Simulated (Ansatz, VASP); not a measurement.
## BaTiO3: VASP beside Ansatz

```
CELL_PARAMETERS angstrom
3.99980 0.00000 0.00000
0.00000 3.99980 0.00000
0.00000 0.00000 4.01800
ATOMIC_POSITIONS crystal
Ba 0.00000 0.00000 0.00000
Ti 0.50000 0.50000 0.49000
O 0.50000 0.50000 0.01900
O 0.50000 0.00000 0.51700
O 0.00000 0.50000 0.51700
```

Alike in both runs: task single point; functional PBE; k mesh 6 × 6 × 6; no spin polarisation.

|  | VASP | Ansatz |
| --- | --- | --- |
| version | VASP 6.6.1 | Ansatz 0.2.0 |
| potentials or method | VASP PAW PBE potentials, release 64 (Ba_sv, Ti_sv, O), cutoff 520 eV | plane waves, PAW |
| occupations | gaussian, width 0.01 eV | fixed |
| valence electrons in the cell | 40 | 40 |

|  | VASP | Ansatz | Ansatz less VASP |
| --- | --- | --- | --- |
| gap on the k mesh at the Fermi level (eV) | 1.77 | 1.84 | +0.066 |

Neither program's run includes spin-orbit coupling.
